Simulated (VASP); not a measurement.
# Ge2Se3 (Cc) in VASP: single point with PBE

Aim: the single point of Ge2Se3 with PBE.

All numbers are computed with VASP 6.6.1; they aren't measurements. Logs are shortened: lines on timing, memory, paths and dates and some standing lists are left out, and cuts for length are marked.

### 1 The cell of the first run

It takes space group Cc (No. 9, monoclinic). The conventional cell has a = 11.623 Å, b = 6.692 Å, c = 7.347 Å, α = 90.00°, β = 121.17°, γ = 90.00°. Within 3.0 Å of Ge (site symmetry 1) lie 4 Se at 2.30 to 2.43 Å. Ge (site symmetry 1) has 4 Se at 2.30 to 2.43 Å within 3.0 Å. Se (site symmetry 1) has 2 Ge at 2.30 Å within 3.0 Å. Within 3.2 Å of Se (site symmetry 1) lie 3 Ge at 2.42 to 2.43 Å. Within 3.2 Å of Se (site symmetry 1) lie 3 Ge at 2.41 to 2.43 Å.

### 2 Single point, PBE

INCAR

```
ALGO = Normal
EDIFF = 1E-6
ENCUT = 520
GGA = PE
ISIF = 2
ISMEAR = -1
LASPH = T
LCHARG = F
LREAL = F
LWAVE = F
NBANDS = 57
NELM = 60
PREC = Accurate
SIGMA = 0.1
```

KPOINTS

```
k-points
0
Gamma
  6 6 4
```

POSCAR

```
Ge2Se3
1.0
    0.0000000000      6.6918840000      0.0000000000
    5.8113180000     -3.3459420000      0.0000000000
    3.8026220000      0.0000000000     -6.2863100000
Ge Se
4 6
Direct
    0.4444700000      0.0842600000      0.8748800000
    0.6397900000      0.0842600000      0.3748800000
    0.1323200000      0.4005200000      0.8844100000
    0.2682000000      0.4005200000      0.3844100000
    0.0811000000      0.9900000000      0.0162000000
    0.9089000000      0.9900000000      0.5162000000
    0.2453000000      0.6756000000      0.5001000000
    0.4303000000      0.6756000000      0.0001000000
    0.7581000000      0.3482000000      0.9916000000
    0.5901000000      0.3482000000      0.4916000000
```

Potentials or basis: VASP PAW PBE potentials, release 64 (Ge_d, Se).

Launch:

```sh
$ cat potpaw_PBE.64/Ge_d/POTCAR potpaw_PBE.64/Se/POTCAR > POTCAR
$ mpirun -np 1 vasp_std > vasp.out
```

OUTCAR:

```text
EDIFF = 1E-6
   ENCUT = 520
   GGA = PE
   ISIF = 2
   ISMEAR = -1
   LASPH = T
   LREAL = F
   NELM = 60
   PREC = Accurate

 ion  position               nearest neighbor table
   1  0.444  0.084  0.875-   5 2.30  10 2.41   8 2.42   9 2.43
   2  0.640  0.084  0.375-   6 2.30   9 2.41   7 2.42  10 2.43
   3  0.132  0.401  0.884-   5 2.30   8 2.42   7 2.43   9 2.43
   4  0.268  0.401  0.384-   6 2.30   7 2.42   8 2.43  10 2.43
   5  0.081  0.990  0.016-   1 2.30   3 2.30
   6  0.909  0.990  0.516-   2 2.30   4 2.30
   7  0.245  0.676  0.500-   4 2.42   2 2.42   3 2.43
   8  0.430  0.676  0.000-   3 2.42   1 2.42   4 2.43
   9  0.758  0.348  0.992-   2 2.41   3 2.43   1 2.43
  10  0.590  0.348  0.492-   1 2.41   4 2.43   2 2.43

  LATTYP: Found a base centered monoclinic cell.
 ALAT       =    11.6226360000
 B/A-ratio  =     0.5757630197
 C/A-ratio  =     0.6321239703
 COS(beta)  =    -0.5175785392

  Lattice vectors:

 A1 = (  -5.8113180000,  -3.3459420000,   0.0000000000)
 A2 = (  -5.8113180000,   3.3459420000,   0.0000000000)
 A3 = (   3.8026220000,   0.0000000000,  -6.2863100000)

Analysis of symmetry for initial positions (statically):
=====================================================================
 Subroutine PRICEL returns:
 Original cell was already a primitive cell.

 Routine SETGRP: Setting up the symmetry group for a
 base centered monoclinic supercell.

 Subroutine GETGRP returns: Found  2 space group operations
 (whereof  1 operations were pure point group operations)
 out of a pool of  4 trial point group operations.

The static configuration has the point symmetry C_1 .
 The point group associated with its full space group is C_1h.

Analysis of symmetry for dynamics (positions and initial velocities):
=====================================================================
 Subroutine PRICEL returns:
 Original cell was already a primitive cell.

 Routine SETGRP: Setting up the symmetry group for a
 base centered monoclinic supercell.

 Subroutine GETGRP returns: Found  2 space group operations
 (whereof  1 operations were pure point group operations)
 out of a pool of  4 trial point group operations.

The dynamic configuration has the point symmetry C_1 .
 The point group associated with its full space group is C_1h.

 Subroutine INISYM returns: Found  2 space group operations
 (whereof  1 operations are pure point group operations),
 and found     1 'primitive' translations

----------------------------------------------------------------------------------------

                                     Primitive cell

  volume of cell :     244.4662

  direct lattice vectors                    reciprocal lattice vectors
     0.000000000  6.691884000  0.000000000     0.086039002  0.149434748  0.052045445
     5.811318000 -3.345942000  0.000000000     0.172078004  0.000000000  0.104090890
     3.802622000  0.000000000 -6.286310000     0.000000000  0.000000000 -0.159075833

  length of vectors
     6.691884000  6.705724775  7.346946814     0.180117134  0.201111294  0.159075833

  position of ions in fractional coordinates (direct lattice)
     0.444470000  0.084260000  0.874880000
     0.639790000  0.084260000  0.374880000
     0.132320000  0.400520000  0.884410000
     0.268200000  0.400520000  0.384410000
     0.081100000  0.990000000  0.016200000
     0.908900000  0.990000000  0.516200000
     0.245300000  0.675600000  0.500100000
     0.430300000  0.675600000  0.000100000
     0.758100000  0.348200000  0.991600000
     0.590100000  0.348200000  0.491600000

  ion indices of the primitive-cell ions
   primitive index   ion index
                 1           1
                 2           2
                 3           3
                 4           4
                 5           5
                 6           6
                 7           7
                 8           8
                 9           9
                10          10

----------------------------------------------------------------------------------------

 KPOINTS: k-points

Automatic generation of k-mesh.
 Grid dimensions read from file:
 generate k-points for:    6    6    4

 Generating k-lattice:

  Cartesian coordinates                     Fractional coordinates (reciprocal lattice)
     0.014339834  0.024905791  0.008674241     0.166666667  0.000000000 -0.000000000
     0.028679667  0.000000000  0.017348482     0.000000000  0.166666667 -0.000000000
     0.000000000  0.000000000 -0.039768958     0.000000000  0.000000000  0.250000000

  Length of vectors
     0.030019522  0.033518549  0.039768958

  Shift w.r.t. Gamma in fractional coordinates (k-lattice)
     0.000000000  0.000000000  0.000000000

 Subroutine IBZKPT returns following result:
 ===========================================

 Found     47 irreducible k-points:

 Following reciprocal coordinates:
            Coordinates               Weight
  0.000000  0.000000  0.000000      1.000000
  0.166667 -0.000000 -0.000000      4.000000
  0.333333 -0.000000  0.000000      4.000000
  0.500000 -0.000000 -0.000000      2.000000
  0.000000  0.166667  0.000000      2.000000
  0.166667  0.166667  0.000000      4.000000
[... 16 lines left out ...]
  0.500000  0.166667  0.250000      4.000000
 -0.333333  0.166667  0.250000      4.000000
 [... further k-points ...]
   k-points           NKPTS =     47   k-points in BZ     NKDIM =     47   number of bands    NBANDS=     57
   number of dos      NEDOS =    301   number of ions     NIONS =     10
   total plane-waves  NPLWV = 140000
   dimension x,y,z NGX =    50 NGY =   50 NGZ =   56
   dimension x,y,z NGXF=   100 NGYF=  100 NGZF=  112
   ions per type =               4   6
   NGX,Y,Z   is equivalent  to a cutoff of  12.42, 12.40, 12.67 a.u.
   NGXF,Y,Z  is equivalent  to a cutoff of  24.84, 24.79, 25.34 a.u.
 SYSTEM =  unknown system
   PREC   = accura    normal or accurate (medium, high low for compatibility)
   ISTART =      0    job   : 0-new  1-cont  2-samecut
   ICHARG =      2    charge: 1-file 2-atom 10-const
   ISPIN  =      1    spin polarized calculation?
   LNONCOLLINEAR =      F non collinear calculations
   LSORBIT =      F    spin-orbit coupling
   LASPH  =      T    aspherical Exc in radial PAW
   ENCUT  =  520.0 eV  38.22 Ry    6.18 a.u.  12.44 12.47 13.66*2*pi/ulx,y,z
   NELM   =     60;   NELMIN=  2; NELMDL= -5     # of ELM steps
   EDIFF  = 0.1E-05   stopping-criterion for ELM
   LREAL  =      F    real-space projection
   EDIFFG = 0.1E-04   stopping-criterion for IOM
   NSW    =      0    number of steps for IOM
   IBRION =     -1    ionic relax: 0-MD 1-quasi-New 2-CG
   NFREE  =      0    steps in history (QN), initial steepest desc. (CG)
   ISIF   =      2    stress and relaxation
   ISYM   =      2    0-nonsym 1-usesym 2-fastsym
   POTIM  = 0.5000    time-step for ionic-motion
   TEBEG  =    0.0;   TEEND  =   0.0 temperature during run
   PSTRESS=    0.0 pullay stress
   NELECT =      92.0000    total number of electrons
   NUPDOWN=      -1.0000    fix difference up-down
   EMIN   =  10.00;   EMAX   =-10.00  energy-range for DOS
   EFERMI =   0.00;   METHOD = LEGACY
   ISMEAR =    -1;   SIGMA  =   0.10  broadening in eV -4-tet -1-fermi 0-gaus
   EFERMI_NEDOS =   21; number of points for ismear=-14 and -15
   IALGO  =     38    algorithm
   IMIX   =      4    mixing-type and parameters
     AMIX     =   0.40;   BMIX     =  1.00
     AMIX_MAG =   1.60;   BMIX_MAG =  1.00
  volume/ion in A,a.u.               =      24.45       164.97
  Fermi-wavevector in a.u.,A,eV,Ry     =   1.181947  2.233555 19.007306  1.396998
  Thomas-Fermi vector in A             =   2.318210
   LORBIT       =      0    0 simple, 1 ext, 2 COOP (PROOUT), +10 PAW based schemes
   GGA     = PE    functional components
   LHFCALC =     F    Hartree Fock is set to
   AEXX    =    0.0000 exact exchange contribution
   IVDW    =     0    specifies the selected vdW correction
   LEPSILON=     F    determine dielectric tensor
   LRPA    =     F    only Hartree local field effects (RPA)
 non-spin polarized calculation
  energy-cutoff  :      520.00
  volume of cell :      244.47
 maximum number of plane-waves:      6615
 NGX is ok and might be reduce to    50
   NGX = 25   NGY = 25   NGZ = 27

 number of electron      91.9999985 magnetization

 Free energy of the ion-electron system (eV)
  ---------------------------------------------------
  ext. energy  EPLUGINS =         0.00000000
  ---------------------------------------------------
  free energy    TOTEN  =       -37.76998099 eV

  energy without entropy =      -37.55137578  energy(sigma->0) =      -37.66067839

 E-fermi :   4.6918     XC(G=0):  -9.3617

 val. band max:        4.6880743718   @ k =   0.5000   0.1667   0.2500
 cond. band min:       4.6925543965   @ k =   0.0000  -0.1667   0.2500
 fundamental gap:      0.0044800247
 Fermi energy:         4.6918446999

 k-point     1 :       0.0000    0.0000    0.0000
  band No.  band energies     occupation
      1     -21.0921      2.00000
      2     -21.0887      2.00000
      3     -21.0851      2.00000
      4     -21.0840      2.00000
      5     -21.0762      2.00000
      6     -21.0700      2.00000
[... 49 lines left out ...]
     56       8.3627      0.00000
     57       8.5171      0.00000

 k-point     2 :       0.1667   -0.0000   -0.0000
  band No.  band energies     occupation
      1     -21.0922      2.00000
      2     -21.0888      2.00000
      3     -21.0850      2.00000
      4     -21.0839      2.00000
      5     -21.0762      2.00000
      6     -21.0701      2.00000
[... 49 lines left out ...]
     56       8.1113      0.00000
     57       8.3676      0.00000

 k-point     3 :       0.3333   -0.0000    0.0000
  band No.  band energies     occupation
      1     -21.0922      2.00000
      2     -21.0889      2.00000
      3     -21.0849      2.00000
      4     -21.0838      2.00000
      5     -21.0762      2.00000
      6     -21.0702      2.00000
[... 1194 lines left out ...]
      1     -21.0917      2.00000
      2     -21.0895      2.00000
      3     -21.0848      2.00000
      4     -21.0841      2.00000
      5     -21.0751      2.00000
      6     -21.0710      2.00000
[... 49 lines left out ...]
     56       8.5007      0.00000
     57       8.7016      0.00000

 k-point    24 :      -0.3333    0.1667    0.2500
  band No.  band energies     occupation
      1     -21.0917      2.00000
      2     -21.0894      2.00000
      3     -21.0848      2.00000
      4     -21.0841      2.00000
      5     -21.0751      2.00000
      6     -21.0709      2.00000
[... 49 lines left out ...]
     56       8.2779      0.00000
     57       8.5689      0.00000

 [... further k-points ...]

------------------------ aborting loop because EDIFF is reached ----------------------------------------

  FORCE on cell =-STRESS in cart. coord.  units (eV):
  Direction    XX          YY          ZZ          XY          YZ          ZX
  --------------------------------------------------------------------------------------
  -------------------------------------------------------------------------------------
  Total       19.4054630     19.1719842     19.3376888      0.0000000      0.0000000      0.8689038
  in kB      127.1791016    125.6489333    126.7349243      0.0000000      0.0000000      5.6946030
  external PRESSURE =     126.5209864 kB  Pullay stress =       0.0000000 kB

 VOLUME and BASIS-vectors are now :
 -----------------------------------------------------------------------------
  energy-cutoff  :      520.00
  volume of cell :      244.47
      direct lattice vectors                 reciprocal lattice vectors
     0.000000000  6.691884000  0.000000000     0.086039002  0.149434748  0.052045445
     5.811318000 -3.345942000  0.000000000     0.172078004  0.000000000  0.104090890
     3.802622000  0.000000000 -6.286310000     0.000000000  0.000000000 -0.159075833

 POSITION                                       TOTAL-FORCE (eV/Angst)
 -----------------------------------------------------------------------------------
      3.81650      2.69241     -5.49977         0.188502      0.362417      0.350813
      1.91519      3.99947     -2.35661         0.188502     -0.362417      0.350813
      5.69063     -0.45465     -5.55968         0.199861     -0.264739      0.283757
      3.78932      0.45465     -2.41652         0.199861      0.264739      0.283757
      5.81481     -2.76977     -0.10184        -1.425147     -0.752042     -1.094443
      7.71612      2.76977     -3.24499        -1.425147      0.752042     -1.094443
      5.82782     -0.61900     -3.14378        -0.048125     -1.240853      0.217023
      3.92651      0.61900     -0.00063        -0.048125      1.240853      0.217023
      5.79418      3.90806     -6.23350         1.084910     -0.417310      0.242850
      3.89287      2.78382     -3.09035         1.084910      0.417310      0.242850
 -----------------------------------------------------------------------------------
    total drift:                                0.000873     -0.000001     -0.000810

  FREE ENERGIE OF THE ION-ELECTRON SYSTEM (eV)
  ---------------------------------------------------
  free  energy   TOTEN  =       -37.7699809900 eV

  energy  without entropy=      -37.5513757811  energy(sigma->0) =      -37.66067839
```

Wall time 24 min (1 thread of Intel Xeon 8259CL, shared host); peak memory 0.69 GiB.

Results:

```yaml
Free_energy: -37.7700 eV
Pressure: 12.7 GPa
Largest_force: 1.948 eV/Å
Band_gap_on_the_k_mesh: zero (bands 46 and 47 overlap by 0.51 eV)
```

Forces in eV/Å, atoms in the order of the input:
```
Ge   0.189  0.362  0.351
Ge   0.189 -0.362  0.351
Ge   0.200 -0.265  0.284
Ge   0.200  0.265  0.284
Se  -1.425 -0.752 -1.094
Se  -1.425  0.752 -1.094
Se  -0.048 -1.241  0.217
Se  -0.048  1.241  0.217
Se   1.085 -0.417  0.243
Se   1.085  0.417  0.243
```

Stress tensor (GPa, compression positive):
```
12.72  0.00  0.57
 0.00 12.56  0.00
 0.57  0.00 12.67
```

Caveat: the cell stands under pressure; forces of over 1 eV/Å act on the atoms, so gaps and moduli don't describe the material at rest.
